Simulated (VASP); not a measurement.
Here is a VASP 6.6.1 calculation.

File INCAR:

```
SYSTEM = La
PREC = Accurate ; ENCUT = 600
EDIFF = 1E-6 ; ISMEAR = -1
SIGMA = 0.1 ; LREAL = .FALSE.
LASPH = .TRUE. ; NELM = 150
ALGO = Normal ; ISIF = 3
LWAVE = .FALSE. ; LCHARG = .FALSE.
MAGMOM = 0.238 0.308 0.389 ; LORBIT = 11
LSORBIT = .TRUE. ; GGA_COMPAT = .FALSE.
LORBMOM = .TRUE. ; LMAXMIX = 6
GGA = PS ; IVDW = 13
IBRION = 2 ; NSW = 80
EDIFFG = -0.02
```

Contents of KPOINTS:

```
regular mesh
0
G
  7 7 7
  0 0 0
```

File POSCAR:

```
La
1.0
    0.0000000000      2.6455000000      2.6455000000
    2.6455000000      0.0000000000      2.6455000000
    2.6455000000      2.6455000000      0.0000000000
La
1
Direct
    0.0000000000      0.0000000000      0.0000000000
```

Potentials or basis: VASP PAW PBE potentials, release 64 (La).

Launch:

```sh
$ cat potpaw_PBE.64/La/POTCAR > POTCAR
$ mpirun -np 1 vasp_ncl > vasp.out
```

Question: What does it give for the space group after relaxing (to 0.1 Å)?

Answer: Fm-3m (No. 225).

Question: Predict the net moment.

Answer: 0.00 μB per cell.

Question: What does it give for the relaxed cell?

Answer: a = 3.590 Å, b = 3.590 Å, c = 3.590 Å, α = 60.00°, β = 60.00°, γ = 60.00°.

Final structure:
```
CELL_PARAMETERS angstrom
0.00000 2.53887 2.53886
2.53887 0.00000 2.53886
2.53887 2.53886 0.00000
ATOMIC_POSITIONS crystal
La 0.00000 0.00000 0.00000
```
